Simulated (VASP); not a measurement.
A run of VASP 6.6.1 is set up as follows.

Contents of POSCAR:

```
C
1.0
    0.0000000000      1.7089191777      1.7089191777
    1.7089191777      0.0000000000      1.7089191777
    1.7089191777      1.7089191777      0.0000000000
C
2
Direct
    0.0000000000      0.0000000000      0.0000000000
    0.2500000000      0.2500000000      0.2500000000
```

Contents of INCAR.step1:

```
SYSTEM = C
PREC = Accurate
ENCUT = 500
EDIFF = 1E-8
ISMEAR = 0
SIGMA = 0.01
LREAL = .FALSE.
LASPH = .TRUE.
NELM = 60
ALGO = Normal
LWAVE = .TRUE.
LCHARG = .FALSE.
GGA = PE
```

Contents of INCAR.step2:

```
SYSTEM = C
PREC = Accurate
ENCUT = 500
EDIFF = 1E-8
ISMEAR = 0
SIGMA = 0.01
LREAL = .FALSE.
LASPH = .TRUE.
NELM = 1
ALGO = Exact
LWAVE = .TRUE.
LCHARG = .FALSE.
GGA = PE
NBANDS = 45
LOPTICS = .TRUE.
ISTART = 1
```

File INCAR.step3:

```
SYSTEM = C
PREC = Accurate
ENCUT = 500
EDIFF = 1E-8
ISMEAR = 0
SIGMA = 0.01
LREAL = .FALSE.
LASPH = .TRUE.
ALGO = EVGW0
LWAVE = .FALSE.
LCHARG = .FALSE.
GGA = PE
NELMGW = 1
NBANDS = 45
ENCUTGW = 150.0
NOMEGA = 48
PRECFOCK = Fast
ISTART = 1
NBANDSGW = 12
```

The input KPOINTS:

```
regular mesh
0
G
  6 6 6
  0 0 0
```

Potentials or basis: VASP PAW PBE potentials, release 64 (C_GW).

Run with:

```console
$ cat potpaw_PBE.64/C_GW/POTCAR > POTCAR
$ cp INCAR.step1 INCAR
$ mpirun -np 1 vasp_std > vasp.out
$ cp INCAR.step2 INCAR
$ mpirun -np 1 vasp_std > vasp.out
$ cp INCAR.step3 INCAR
$ mpirun -np 1 vasp_std > vasp.out
```

**Question.** Predict the quasiparticle gap.

**Answer.** 5.77 eV.

**Question.** Predict the least direct quasiparticle gap.

**Answer.** 7.71 eV.

**Question.** Predict the least direct gap of the starting levels on the mesh.

**Answer.** 5.95 eV.

**Question.** Estimate the band gap of the starting levels on the mesh.

**Answer.** 4.46 eV.

Caveat: the k points lie up to 0.53 Å⁻¹ apart; bands, screening cutoff and mesh are small and nothing is extrapolated, so the quasiparticle values aren't converged.
